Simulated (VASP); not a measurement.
Here is a VASP 6.6.1 calculation.

INCAR

```
ALGO     = Normal         # electronic algorithm
EDIFF    = 1E-6           # SCF threshold, eV
ENCUT    = 520            # plane-wave cutoff, eV
GGA      = PE             # functional
ISIF     = 2              # what is computed and relaxed
ISMEAR   = 0              # smearing method
LASPH    = T              # aspherical terms in the spheres
LCHARG   = T              # write CHGCAR
LELF     = T              # ELF
LREAL    = F              # projectors in reciprocal space
LVHAR    = T            
LWAVE    = F              # write WAVECAR
NBANDS   = 16             # bands
NELM     = 60             # most SCF steps
PREC     = Accurate       # precision mode
SIGMA    = 0.1            # smearing width, eV
```

Contents of KPOINTS:

```
k-points
0
Gamma
  4 4 4
```

Contents of POSCAR:

```
SbTeS
1.0
    3.8116432066      0.0000000000      0.0000000000
    0.0000000000      3.8116432066      0.0000000000
    0.0000000000      0.0000000000      6.1841315872
Sb Te S
1 1 1
Direct
    0.5000000000      0.5000000000      0.5000000000
    0.5000000000      0.5000000000      0.0000000000
    0.0000000000      0.0000000000      0.0000000000
```

Potentials or basis: VASP PAW PBE potentials, release 64 (Sb, Te, S).

The run is started by

```sh
$ cat potpaw_PBE.64/Sb/POTCAR potpaw_PBE.64/Te/POTCAR potpaw_PBE.64/S/POTCAR > POTCAR
$ mpirun -np 1 vasp_std > vasp.out
```

Task: Estimate the pressure.

Result: -0.2 GPa.

Stress tensor (GPa, compression positive):
```
-0.19  0.00  0.00
 0.00 -0.19  0.00
 0.00  0.00 -0.09
```

Caveat: the k points lie up to 0.41 Å⁻¹ apart.
